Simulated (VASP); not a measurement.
Input of a VASP 6.6.1 run:

File POSCAR:

```
MoSe
1.0
    0.0000000000      2.8502003382      2.8502003382
    2.8502003382      0.0000000000      2.8502003382
    2.8502003382      2.8502003382      0.0000000000
Mo Se
1 1
Direct
    0.0000000000      0.0000000000      0.0000000000
    0.2500000000      0.2500000000      0.2500000000
```

Contents of INCAR.step1:

```
SYSTEM = MoSe
PREC     = Accurate       ! precision mode
ENCUT    = 520            ! plane-wave cutoff, eV
ISMEAR   = 0              ! smearing method
SIGMA    = 0.05           ! smearing width, eV
LREAL    = .False.        ! projectors in reciprocal space
LASPH    = .True.         ! aspherical terms in the spheres
NELM     = 150            ! most SCF steps
ISPIN    = 2              ! spin polarisation
MAGMOM   = 1.02 0         ! initial moments
LMAXMIX  = 4              ! l up to which the mixer works
NBANDS   = 21             ! bands
GGA      = PE             ! functional
ALGO     = Normal         ! electronic algorithm
EDIFF    = 1E-4           ! SCF threshold, eV
LWAVE    = .True.         ! write WAVECAR
LCHARG   = .False.        ! write CHGCAR
```

The input INCAR.step2:

```
SYSTEM = MoSe
PREC     = Accurate       ! precision mode
ENCUT    = 520            ! plane-wave cutoff, eV
EDIFF    = 1E-6           ! SCF threshold, eV
ISMEAR   = 0              ! smearing method
SIGMA    = 0.05           ! smearing width, eV
LREAL    = .False.        ! projectors in reciprocal space
LASPH    = .True.         ! aspherical terms in the spheres
NELM     = 150            ! most SCF steps
ALGO     = Normal         ! electronic algorithm
ISIF     = 2              ! what is computed and relaxed
LWAVE    = .False.        ! write WAVECAR
LCHARG   = .False.        ! write CHGCAR
ISPIN    = 2              ! spin polarisation
MAGMOM   = 1.02 0         ! initial moments
LORBIT   = 11             ! projections on sites
LMAXMIX  = 4              ! l up to which the mixer works
METAGGA  = R2SCAN         ! meta-GGA
LMIXTAU  = .True.       
NBANDS   = 21             ! bands
ISTART   = 1
```

File KPOINTS:

```
Automatic mesh
0
Gamma
  10 10 10
  0 0 0
```

Potentials or basis: VASP PAW PBE potentials, release 64 (Mo_sv, Se).

Launch:

```bash
$ cat potpaw_PBE.64/Mo_sv/POTCAR potpaw_PBE.64/Se/POTCAR > POTCAR
$ cp INCAR.step1 INCAR
$ mpirun -np 1 vasp_std > vasp.out
$ cp INCAR.step2 INCAR
$ mpirun -np 1 vasp_std > vasp.out
```

**Question.** Predict the site moments.

**Answer.** Mo +1.19; Se -0.03 μB.

**Question.** Estimate the pressure.

**Answer.** -1.9 GPa.

**Question.** What does it give for the net moment?

**Answer.** 1.30 μB per cell.

Caveat: the PAW data sets were made with another functional, which shifts forces and pressure a little.
